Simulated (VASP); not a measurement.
# SnTe (Fm-3m) in VASP: notebook

Runs on SnTe. Level: PBEsol. Tasks: single point, relaxation of cell and atoms.

Everything below comes from runs of VASP 6.6.1. Logs are shortened: lines on timing, memory, paths and dates and some standing lists are left out, and cuts for length are marked.

## 1. The cell of the first run

It takes space group Fm-3m (No. 225, cubic). The conventional cell has a = 6.285 Å, b = 6.285 Å, c = 6.285 Å, α = 90.00°, β = 90.00°, γ = 90.00°. Within 4.1 Å of Te (site symmetry m-3m) lie 6 Sn at 3.14 Å. Within 4.1 Å of Sn (site symmetry m-3m) lie 6 Te at 3.14 Å.

## 2. Single point, PBEsol

File INCAR:

```
PREC = Accurate
ENCUT = 520
EDIFF = 1E-6
ISMEAR = -1
SIGMA = 0.05
LREAL = False
LASPH = True
NELM = 60
ALGO = Normal
ISIF = 2
LWAVE = False
LCHARG = False
GGA = PS
NBANDS = 17
```

File KPOINTS:

```
Automatic mesh
0
Gamma
  7 7 7
```

File POSCAR:

```
SnTe
1.0
    0.0000000000      3.1424618210      3.1424618210
    3.1424618210      0.0000000000      3.1424618210
    3.1424618210      3.1424618210      0.0000000000
Te Sn
1 1
Direct
    0.5000000000      0.5000000000      0.5000000000
    0.0000000000      0.0000000000      0.0000000000
```

Potentials or basis: VASP PAW PBE potentials, release 64 (Te, Sn_d).

Started as:

```
> cat potpaw_PBE.64/Te/POTCAR potpaw_PBE.64/Sn_d/POTCAR > POTCAR
> mpirun -np 1 vasp_std > vasp.out
```

OUTCAR:

```text
PREC = Accurate
   ENCUT = 520
   EDIFF = 1E-6
   ISMEAR = -1
   LREAL = False
   LASPH = True
   NELM = 60
   ISIF = 2
   GGA = PS

 ion  position               nearest neighbor table
   1  0.500  0.500  0.500-   2 3.14   2 3.14   2 3.14   2 3.14   2 3.14   2 3.14
   2  0.000  0.000  0.000-   1 3.14   1 3.14   1 3.14   1 3.14   1 3.14   1 3.14

  LATTYP: Found a face centered cubic cell.
 ALAT       =     6.2849236420

  Lattice vectors:

 A1 = (   0.0000000000,   3.1424618210,   3.1424618210)
 A2 = (   3.1424618210,   0.0000000000,   3.1424618210)
 A3 = (   3.1424618210,   3.1424618210,   0.0000000000)

Analysis of symmetry for initial positions (statically):
[... 33 lines left out ...]
                                     Primitive cell

  volume of cell :      62.0640

  direct lattice vectors                    reciprocal lattice vectors
     0.000000000  3.142461821  3.142461821    -0.159110923  0.159110923  0.159110923
     3.142461821  0.000000000  3.142461821     0.159110923 -0.159110923  0.159110923
     3.142461821  3.142461821  0.000000000     0.159110923  0.159110923 -0.159110923

  length of vectors
     4.444112126  4.444112126  4.444112126     0.275588202  0.275588202  0.275588202

  position of ions in fractional coordinates (direct lattice)
     0.500000000  0.500000000  0.500000000
     0.000000000  0.000000000  0.000000000

  ion indices of the primitive-cell ions
   primitive index   ion index
                 1           1
                 2           2

----------------------------------------------------------------------------------------

 KPOINTS: Automatic mesh

Automatic generation of k-mesh.
 Grid dimensions read from file:
 generate k-points for:    7    7    7

 Generating k-lattice:

  Cartesian coordinates                     Fractional coordinates (reciprocal lattice)
    -0.022730132  0.022730132  0.022730132     0.142857143  0.000000000  0.000000000
     0.022730132 -0.022730132  0.022730132     0.000000000  0.142857143  0.000000000
     0.022730132  0.022730132 -0.022730132     0.000000000  0.000000000  0.142857143

  Length of vectors
     0.039369743  0.039369743  0.039369743

  Shift w.r.t. Gamma in fractional coordinates (k-lattice)
     0.000000000  0.000000000  0.000000000

 Subroutine IBZKPT returns following result:
[... 36 lines left out ...]
   ISTART =      0    job   : 0-new  1-cont  2-samecut
   ICHARG =      2    charge: 1-file 2-atom 10-const
   ISPIN  =      1    spin polarized calculation?
   LNONCOLLINEAR =      F non collinear calculations
   LSORBIT =      F    spin-orbit coupling
   LASPH  =      T    aspherical Exc in radial PAW
   ENCUT  =  520.0 eV  38.22 Ry    6.18 a.u.   8.26  8.26  8.26*2*pi/ulx,y,z
   NELM   =     60;   NELMIN=  2; NELMDL= -5     # of ELM steps
   EDIFF  = 0.1E-05   stopping-criterion for ELM
   LREAL  =      F    real-space projection
   EDIFFG = 0.1E-04   stopping-criterion for IOM
   NSW    =      0    number of steps for IOM
   IBRION =     -1    ionic relax: 0-MD 1-quasi-New 2-CG
   NFREE  =      0    steps in history (QN), initial steepest desc. (CG)
   ISIF   =      2    stress and relaxation
   ISYM   =      2    0-nonsym 1-usesym 2-fastsym
   POTIM  = 0.5000    time-step for ionic-motion
   TEBEG  =    0.0;   TEEND  =   0.0 temperature during run
   PSTRESS=    0.0 pullay stress
   NELECT =      20.0000    total number of electrons
   NUPDOWN=      -1.0000    fix difference up-down
   EMIN   =  10.00;   EMAX   =-10.00  energy-range for DOS
   EFERMI =   0.00;   METHOD = LEGACY
   ISMEAR =    -1;   SIGMA  =   0.05  broadening in eV -4-tet -1-fermi 0-gaus
   EFERMI_NEDOS =   21; number of points for ismear=-14 and -15
   IALGO  =     38    algorithm
   IMIX   =      4    mixing-type and parameters
     AMIX     =   0.40;   BMIX     =  1.00
     AMIX_MAG =   1.60;   BMIX_MAG =  1.00
  volume/ion in A,a.u.               =      31.03       209.41
  Fermi-wavevector in a.u.,A,eV,Ry     =   1.122375  2.120982 17.139621  1.259727
  Thomas-Fermi vector in A             =   2.259035
   LORBIT       =      0    0 simple, 1 ext, 2 COOP (PROOUT), +10 PAW based schemes
   GGA     = PS    functional components
   LHFCALC =     F    Hartree Fock is set to
   AEXX    =    0.0000 exact exchange contribution
   IVDW    =     0    specifies the selected vdW correction
   LEPSILON=     F    determine dielectric tensor
   LRPA    =     F    only Hartree local field effects (RPA)
 non-spin polarized calculation
  energy-cutoff  :      520.00
  volume of cell :       62.06
 maximum number of plane-waves:      1690
 NGX is ok and might be reduce to    36
   NGX = 17   NGY = 17   NGZ = 17

 number of electron      19.9999998 magnetization

 Free energy of the ion-electron system (eV)
  ---------------------------------------------------
  ext. energy  EPLUGINS =         0.00000000
  ---------------------------------------------------
  free energy    TOTEN  =        -8.34493460 eV

  energy without entropy =       -8.34486246  energy(sigma->0) =       -8.34489853

 E-fermi :   6.9452     XC(G=0):  -9.6908

 val. band max:        6.6259160187   @ k =   0.4286   0.0000   0.0000
 cond. band min:       7.2923182298   @ k =   0.4286   0.0000   0.0000
 fundamental gap:      0.6664022111
 Fermi energy:         6.9451832943

 k-point     1 :       0.0000    0.0000    0.0000
  band No.  band energies     occupation
      1     -14.8821      2.00000
      2     -14.8821      2.00000
      3     -14.8745      2.00000
      4     -14.8745      2.00000
      5     -14.8745      2.00000
      6      -5.9805      2.00000
[... 377 lines left out ...]
      4     -14.8692      2.00000
      5     -14.8636      2.00000
      6      -4.3084      2.00000
[... 9 lines left out ...]
     16      16.6798      0.00000
     17      17.3445      0.00000

------------------------ aborting loop because EDIFF is reached ----------------------------------------

  FORCE on cell =-STRESS in cart. coord.  units (eV):
  Direction    XX          YY          ZZ          XY          YZ          ZX
  --------------------------------------------------------------------------------------
  -------------------------------------------------------------------------------------
  Total       -0.0118220     -0.0118220     -0.0118220      0.0000000      0.0000000      0.0000000
  in kB       -0.3051841     -0.3051841     -0.3051841      0.0000000      0.0000000      0.0000000
  external PRESSURE =      -0.3051841 kB  Pullay stress =       0.0000000 kB

 VOLUME and BASIS-vectors are now :
 -----------------------------------------------------------------------------
  energy-cutoff  :      520.00
  volume of cell :       62.06
      direct lattice vectors                 reciprocal lattice vectors
     0.000000000  3.142461821  3.142461821    -0.159110923  0.159110923  0.159110923
     3.142461821  0.000000000  3.142461821     0.159110923 -0.159110923  0.159110923
     3.142461821  3.142461821  0.000000000     0.159110923  0.159110923 -0.159110923

 POSITION                                       TOTAL-FORCE (eV/Angst)
 -----------------------------------------------------------------------------------
      3.14246      3.14246      3.14246        -0.000000     -0.000000     -0.000000
      0.00000      0.00000      0.00000         0.000000      0.000000      0.000000
 -----------------------------------------------------------------------------------
    total drift:                               -0.000000      0.000000      0.000000

  FREE ENERGIE OF THE ION-ELECTRON SYSTEM (eV)
  ---------------------------------------------------
  free  energy   TOTEN  =        -8.3449345960 eV

  energy  without entropy=       -8.3448624640  energy(sigma->0) =       -8.34489853
```

stdout:

```text
POSCAR found type information on POSCAR TeSn
 POSCAR found :  2 types and       2 ions
 scaLAPACK will be used
 -----------------------------------------------------------------------------
|                                                                             |
|                                                                             |
|     You enforced a specific xc type in the INCAR file but a different       |
|     I HOPE YOU KNOW WHAT YOU ARE DOING!                                     |
|                                                                             |
 -----------------------------------------------------------------------------

 LDA part: xc-table for (Slater+PW92), standard interpolation
 POSCAR, INCAR and KPOINTS ok, starting setup
 FFT: planning ... GRIDC
 FFT: planning ... GRID_SOFT
 FFT: planning ... GRID
 WAVECAR not read
 entering main loop
```

Run time: 11 s. Hardware: 1 thread of Intel Xeon 6975P-C (Granite Rapids), shared host; peak memory 0.2 GiB.

What came out:

| Item | Value |
| --- | --- |
| Free energy | -8.3449 eV |
| Pressure | 0.0 GPa |

Caveat: this odd mesh misses L, where the gap lies, so gap, dielectric constants and Born charges aren't listed; the PAW data sets were made with another functional, which shifts forces and pressure a little; spin-orbit coupling is left out, which moves the levels of the heavy elements.

## 3. Relaxation of cell and atoms, PBEsol

This run uses another cell than the first one, of 31.28 Å³/atom, 1.008 times its volume.

File INCAR:

```
PREC     = Accurate       # precision mode
ENCUT    = 600            # plane-wave cutoff, eV
EDIFF    = 1E-6           # SCF threshold, eV
ISMEAR   = -1             # smearing method
SIGMA    = 0.05           # smearing width, eV
LREAL    = F              # projectors in reciprocal space
LASPH    = T              # aspherical terms in the spheres
NELM     = 100            # most SCF steps
ALGO     = Normal         # electronic algorithm
ISIF     = 3              # what is computed and relaxed
LWAVE    = F              # write WAVECAR
LCHARG   = F              # write CHGCAR
GGA      = PS             # functional
IBRION   = 2              # ionic algorithm
NSW      = 80             # ionic steps
EDIFFG   = -0.02          # ionic threshold
```

KPOINTS is that of step 2.

File POSCAR:

```
SnTe
1.0
    0.0000000000      3.1508500000      3.1508500000
    3.1508500000      0.0000000000      3.1508500000
    3.1508500000      3.1508500000      0.0000000000
Te Sn
1 1
Direct
    0.5000000000      0.5000000000      0.5000000000
    0.0000000000      0.0000000000      0.0000000000
```

Potentials or basis: VASP PAW PBE potentials, release 64 (Te, Sn_d).

Started as:

```
> cat potpaw_PBE.64/Te/POTCAR potpaw_PBE.64/Sn_d/POTCAR > POTCAR
> mpirun -np 1 vasp_std > vasp.out
```

It took 25 s on 1 thread of Intel Xeon 6975P-C (Granite Rapids), shared host; peak memory 0.21 GiB.

It converged, with:

```
Free energy                            : -8.3453 eV
Relaxed volume                         : 31.05 Å³/atom
Relaxed cell                           : a = 4.445 Å, b = 4.445 Å, c = 4.445 Å, α = 60.00°, β = 60.00°, γ = 60.00°
Space group after relaxing (to 0.05 Å) : Fm-3m (No. 225)
Energy gained by relaxing              : 0.3 meV/atom
Ionic steps                            : 3
Pressure after relaxing                : 0.0 GPa
```

Step by step:
```csv
step,energy change (eV),largest force (eV/Å),pressure (GPa),volume (Å³)
1,0.0000,0.0000,-0.37,62.56
2,-0.0004,0.0000,0.14,61.91
3,-0.0005,0.0000,-0.01,62.10
```

Final structure:
```
CELL_PARAMETERS angstrom
0.00000 3.14303 3.14303
3.14303 0.00000 3.14303
3.14303 3.14303 0.00000
ATOMIC_POSITIONS crystal
Te 0.50000 0.50000 0.50000
Sn 0.00000 0.00000 0.00000
```

Levels at points of the mesh, in eV from the Fermi level:
```tsv
k point	band 8	band 9	band 10	band 11	band 12	band 13
(0.00, 0.00, 0.00)	-2.20	-2.20	-2.20	3.31	3.31	3.31
```

Caveat: this odd mesh misses L, where the gap lies, so gap, dielectric constants and Born charges aren't listed; the PAW data sets were made with another functional, which shifts forces and pressure a little; spin-orbit coupling is left out, which moves the levels of the heavy elements.

## 4. Relaxation of cell and atoms, PBEsol, target pressure 5 GPa, at which the enthalpy is minimised

This run uses another cell than the first one, of 31.28 Å³/atom, 1.008 times its volume.

File INCAR:

```
SYSTEM = SnTe
PREC = Accurate ; ENCUT = 600
EDIFF = 1E-6 ; ISMEAR = -1
SIGMA = 0.05 ; LREAL = .FALSE.
LASPH = .TRUE. ; NELM = 100
ALGO = Normal ; ISIF = 3
LWAVE = .FALSE. ; LCHARG = .FALSE.
GGA = PS ; IBRION = 2
NSW = 80 ; EDIFFG = -0.02
PSTRESS = 50.0
```

File KPOINTS:

```
regular mesh
0
G
  7 7 7
  0 0 0
```

POSCAR is that of step 3.

Started as:

```
> cat potpaw_PBE.64/Te/POTCAR potpaw_PBE.64/Sn_d/POTCAR > POTCAR
> mpirun -np 1 vasp_std > vasp.out
```

Wall time 28 s (1 thread of Intel Xeon 6975P-C (Granite Rapids), shared host); peak memory 0.21 GiB.

It converged, with:

```
Free energy                                            : -8.2719 eV
Relaxed volume                                         : 28.47 Å³/atom
Relaxed cell                                           : a = 4.318 Å, b = 4.318 Å, c = 4.318 Å, α = 60.00°, β = 60.00°, γ = 60.00°
Space group after relaxing (to 0.05 Å)                 : Fm-3m (No. 225)
Energy change on relaxing (the enthalpy is what falls) : +36.4 meV/atom
Ionic steps                                            : 3
Pressure after relaxing                                : 5.0 GPa
```

Step by step:
```
step  energy change (eV)  largest force (eV/Å)  pressure (GPa)  volume (Å³)
   1              0.0000                0.0000           -0.37        62.56
   2              0.2272                0.0000            9.83        53.54
   3              0.0728                0.0000            5.02        56.95
```

Final structure:
```yaml
crystal:
  lattice:
    - [0.00000, 3.05358, 3.05358]
    - [3.05358, 0.00000, 3.05358]
    - [3.05358, 3.05358, 0.00000]
  atoms:
    - { symbol: Te, position: [0.50000, 0.50000, 0.50000] }
    - { symbol: Sn, position: [0.00000, 0.00000, 0.00000] }
```

Levels at points of the mesh, in eV from the Fermi level:
| k point | band 7 | band 8 | band 9 | band 10 | band 11 | band 12 | band 13 | band 14 |
| --- | --- | --- | --- | --- | --- | --- | --- | --- |
| (0.00, 0.00, 0.00) | -4.33 | -2.42 | -2.42 | -2.42 | 3.51 | 3.51 | 3.51 | 4.52 |

Caveat: this odd mesh misses L, where the gap lies, so gap, dielectric constants and Born charges aren't listed; the cell is relaxed towards a set pressure, so the enthalpy falls and the energy may rise; the PAW data sets were made with another functional, which shifts forces and pressure a little; spin-orbit coupling is left out, which moves the levels of the heavy elements.

## 5. Relaxation of cell and atoms, PBEsol, target pressure 10 GPa, at which the enthalpy is minimised

This run uses another cell than the first one, of 31.28 Å³/atom, 1.008 times its volume.

File INCAR:

```
SYSTEM = SnTe
PREC = Accurate
ENCUT = 600
EDIFF = 1E-6
ISMEAR = -1
SIGMA = 0.05
LREAL = .FALSE.
LASPH = .TRUE.
NELM = 100
ALGO = Normal
ISIF = 3
LWAVE = .FALSE.
LCHARG = .FALSE.
GGA = PS
IBRION = 2
NSW = 80
EDIFFG = -0.02
PSTRESS = 100.0
```

File KPOINTS:

```
Automatic mesh
0
G
  7 7 7
  0 0 0
```

POSCAR is that of step 4.

Started as:

```
> cat potpaw_PBE.64/Te/POTCAR potpaw_PBE.64/Sn_d/POTCAR > POTCAR
> mpirun -np 1 vasp_std > vasp.out
```

Wall time 32 s (1 thread of Intel Xeon 6975P-C (Granite Rapids), shared host); peak memory 0.22 GiB.

Results (log left out):

- Free energy: -8.1128 eV
- Relaxed volume: 26.73 Å³/atom
- Relaxed cell: a = 4.228 Å, b = 4.228 Å, c = 4.228 Å, α = 60.00°, β = 60.00°, γ = 60.00°
- Space group after relaxing (to 0.05 Å): Fm-3m (No. 225)
- Energy change on relaxing (the enthalpy is what falls): +116.0 meV/atom
- Ionic steps: 4
- Pressure after relaxing: 10.0 GPa

The path:
```
step  energy change (eV)  largest force (eV/Å)  pressure (GPa)  volume (Å³)
   1              0.0000                0.0000           -0.37        62.56
   2              1.0580                0.0000           27.22        45.96
   3              0.2216                0.0000            9.78        53.63
   4              0.2319                0.0000            9.95        53.46
```

Final structure:
```cif
data_structure
_symmetry_space_group_name_H-M 'P 1'
_symmetry_Int_Tables_number 1
_cell_length_a 4.2285
_cell_length_b 4.2285
_cell_length_c 4.2285
_cell_angle_alpha 60.000
_cell_angle_beta 60.000
_cell_angle_gamma 60.000
_cell_volume 53.46
loop_
_atom_site_label
_atom_site_type_symbol
_atom_site_fract_x
_atom_site_fract_y
_atom_site_fract_z
_atom_site_occupancy
Te1 Te 0.50000 0.50000 0.50000 1
Sn1 Sn 0.00000 0.00000 0.00000 1
```

Levels at points of the mesh, in eV from the Fermi level:
```tsv
k point	band 6	band 7	band 8	band 9	band 10	band 11	band 12	band 13	band 14
(0.00, 0.00, 0.00)	-14.08	-3.97	-2.56	-2.56	-2.56	3.68	3.68	3.68	4.45
```

Caveat: this odd mesh misses L, where the gap lies, so gap, dielectric constants and Born charges aren't listed; the cell is relaxed towards a set pressure, so the enthalpy falls and the energy may rise; the PAW data sets were made with another functional, which shifts forces and pressure a little; spin-orbit coupling is left out, which moves the levels of the heavy elements.

## 6. Summary

```tsv
task	cell	cutoff (eV)	pressure (GPa)
single point	a = 4.444 Å, angles 60.0°, 2 atoms	520	0.0
relaxation of cell and atoms	relaxed from a = 4.456 Å, angles 60.0°, 2 atoms	600	0.0
relaxation of cell and atoms	relaxed to 5 GPa from a = 4.456 Å, angles 60.0°, 2 atoms	600	5.0
relaxation of cell and atoms	relaxed to 10 GPa from a = 4.456 Å, angles 60.0°, 2 atoms	600	10.0
```

Alike in all rows: level PBEsol; potentials or basis VASP PAW PBE potentials, release 64 (Te, Sn_d); no spin polarisation; k mesh 7 × 7 × 7; smearing fermi-dirac 0.05 eV.

Caveats: the PAW data sets were made with another functional, which shifts forces and pressure a little; spin-orbit coupling is left out, which moves the levels of the heavy elements; the cell is relaxed towards a set pressure, so the enthalpy falls and the energy may rise (some runs).

Total energies depend on the potentials used, so only differences within one code and one set of settings carry meaning.
